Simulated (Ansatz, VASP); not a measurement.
TaN in VASP and in Ansatz

INCAR

```
PREC = Accurate ; ENCUT = 520
EDIFF = 1E-8 ; ISMEAR = -1
SIGMA = 0.02 ; LREAL = False
LASPH = True ; NELM = 60
ALGO = Normal ; ISIF = 2
LWAVE = False ; LCHARG = False
GGA = PE ; LEFG = True
NBANDS = 15
```

The input KPOINTS:

```
Automatic mesh
0
Gamma
  12 12 10
```

File POSCAR:

```
TaN
1.0
    2.9086188698      0.0000000000      0.0000000000
   -1.4543094349      2.5189378312      0.0000000000
    0.0000000000      0.0000000000      2.8830000000
Ta N
1 1
Direct
    0.3333333333      0.6666666667      0.5000000000
    0.0000000000      0.0000000000      0.0000000000
```

Input for Ansatz:

```yaml
crystal:
  lattice:
    - [2.9086188698, 0.0, 0.0]
    - [-1.4543094349, 2.5189378312, 0.0]
    - [0.0, 0.0, 2.883]
  atoms:
    - { symbol: Ta, position: [0.3333333333, 0.6666666667, 0.5] }
    - { symbol: "N", position: [0.0, 0.0, 0.0] }
kpoints:
  mp_grid: { grid: [12, 12, 10] }
scf:
  occupations: { method: fermi_dirac, width: 0.02 }
hamiltonian:
  xc: pbe
  pseudopotentials: { kind: all_electron, datasets: crystal }
output:
  forces: true
  stress: true
  eigenvalues: true
  efg: { contact_densities: true }
```

Change from the starting cell: equal xx and yy strain of -1 %, crystal datasets.

Alike in both runs: task electric field gradients; functional PBE; k mesh 12 × 12 × 10; occupations fermi-dirac, width 0.02 eV; no spin polarisation.

|  | VASP | Ansatz |
| --- | --- | --- |
| version | VASP 6.6.1 | Ansatz 0.2.0 |
| potentials or method | VASP PAW PBE potentials, release 64 (Ta_pv, N), cutoff 520 eV | all-electron PAW with datasets made for the crystal, scalar-relativistic |

```tsv
	VASP	Ansatz	Ansatz less VASP
pressure (GPa)	12.7	12.0	-0.69
traceless stress, the component that is largest in VASP (GPa)	-3.06	-3.17	-0.108
size of Vzz on the site where it differs most (V/Å²)	23.3	63.0	+39.65
```

Ansatz ran all-electron here, and VASP with PAW potentials.

Neither program's run includes spin-orbit coupling.
